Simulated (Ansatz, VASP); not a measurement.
Two plane-wave programs on HfC

```xyz
4
Lattice="3.3429 0.0000 0.0000 -1.6714 2.8950 0.0000 0.0000 0.0000 5.2027" Properties=species:S:1:pos:R:3 pbc="T T T"
Hf    0.0000    1.9300    1.3007
Hf    1.6714    0.9650    3.9020
C     0.0000    0.0000    2.6014
C     0.0000    0.0000    0.0000
```

Alike in both runs: functional PBEsol; k mesh 9 × 9 × 5; occupations fermi-dirac, width 0.05 eV; no spin polarisation; Hubbard terms Hf d U = 6.0 eV.

|  | VASP | Ansatz |
| --- | --- | --- |
| version | VASP 6.6.1 | Ansatz 0.2.0 |
| potentials or method | VASP PAW PBE potentials, release 64 (Hf_pv, C) | Ansatz PAW |
| plane-wave cutoff (eV) | 520 | 420 |
| valence electrons in the cell | 28 | 60 |
| task | single point | projected density of states |

|  | VASP | Ansatz | Ansatz less VASP |
| --- | --- | --- | --- |
| gap on the k mesh at the Fermi level (eV) | none | none | - |
| pressure (GPa) | 14.2 | 1.9 | -12.29 |
| traceless stress, the component that is largest in VASP (GPa) | 5.30 | 7.41 | +2.110 |

VASP's potentials were made for PBE, not for PBEsol. The programs project onto different local orbitals, so the same U acts differently, and such runs can settle in different states. A gap of «none» marks a metal or a gap that the smearing closes. VASP's potentials hold 28 valence electrons a cell and Ansatz's 60, so a difference there can come from the potentials and not from the codes.

Spin-orbit coupling is off throughout.
